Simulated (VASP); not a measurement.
Here is a VASP 6.6.1 calculation.

Contents of POSCAR:

```
LiCl
1.0
   -0.0584480459      2.4975889485      2.4975889485
    2.4975889485     -0.0584480459      2.4975889485
    2.4975889485      2.4975889485     -0.0584480459
Li Cl
1 1
Direct
    0.0000000000      0.0000000000      0.0000000000
    0.5000000000      0.5000000000      0.5000000000
```

Contents of INCAR.step1:

```
SYSTEM = LiCl
PREC = Accurate
ENCUT = 520
ISMEAR = 0
SIGMA = 0.01
LREAL = .False.
LASPH = .True.
NELM = 100
NBANDS = 12
GGA = PE
ALGO = Normal
EDIFF = 1E-4
LWAVE = .True.
LCHARG = .False.
```

Contents of INCAR.step2:

```
SYSTEM = LiCl
PREC = Accurate
ENCUT = 520
EDIFF = 1E-7
ISMEAR = 0
SIGMA = 0.01
LREAL = .False.
LASPH = .True.
NELM = 100
ALGO = Normal
ISIF = 2
LWAVE = .False.
LCHARG = .True.
METAGGA = R2SCAN
LMIXTAU = .True.
LELF = .True.
LVHAR = .True.
NBANDS = 12
ISTART = 1
```

Contents of KPOINTS:

```
Automatic mesh
0
Gamma
  8 8 8
  0 0 0
```

Potentials or basis: VASP PAW PBE potentials, release 64 (Li_sv, Cl).

The run is started by

```bash
$ cat potpaw_PBE.64/Li_sv/POTCAR potpaw_PBE.64/Cl/POTCAR > POTCAR
$ cp INCAR.step1 INCAR
$ mpirun -np 1 vasp_std > vasp.out
$ cp INCAR.step2 INCAR
$ mpirun -np 1 vasp_std > vasp.out
```

(1) Estimate the band gap on the k mesh.

## Answers

(1) 7.25 eV (least direct gap 7.44 eV).

Caveat: the cell differs from its parent crystal (strain along [111] -3.4%).
